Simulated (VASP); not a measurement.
A run of VASP 6.6.1 is set up as follows.

Contents of POSCAR:

```
Ni
1.0
    0.0000000000      1.7603666700      1.7603666700
    1.7603666700      0.0000000000      1.7603666700
    1.7603666700      1.7603666700      0.0000000000
Ni
1
Direct
    0.0000000000      0.0000000000      0.0000000000
```

Contents of INCAR.step1:

```
ALGO = Normal ; EDIFF = 1E-4
ENCUT = 520 ; GGA = PE
ISMEAR = -1 ; ISPIN = 2
LASPH = True ; LCHARG = False
LMAXMIX = 4 ; LREAL = False
LWAVE = True ; MAGMOM = 0.2
NBANDS = 15 ; NELM = 150
PREC = Accurate ; SIGMA = 0.1
```

INCAR.step2

```
ALGO = Normal ; EDIFF = 1E-6
ENCUT = 520 ; ISIF = 2
ISMEAR = -1 ; ISPIN = 2
ISTART = 1 ; LASPH = True
LCHARG = False ; LMAXMIX = 4
LMIXTAU = True ; LORBIT = 11
LREAL = False ; LWAVE = False
MAGMOM = 0.2 ; METAGGA = R2SCAN
NBANDS = 15 ; NELM = 150
PREC = Accurate ; SIGMA = 0.1
```

KPOINTS

```
k-points
0
Gamma
  14 14 14
```

Potentials or basis: VASP PAW PBE potentials, release 64 (Ni).

Launch:

```console
$ cat potpaw_PBE.64/Ni/POTCAR > POTCAR
$ cp INCAR.step1 INCAR
$ mpirun -np 1 vasp_std > vasp.out
$ cp INCAR.step2 INCAR
$ mpirun -np 1 vasp_std > vasp.out
```

What does it give for the net moment?

0.74 μB per cell.

Estimate the site moments.

Ni +0.76 μB.

What does it give for the pressure?

-6.2 GPa.

Caveat: the cell stands under tension; the PAW data sets were made with another functional, which shifts forces and pressure a little.
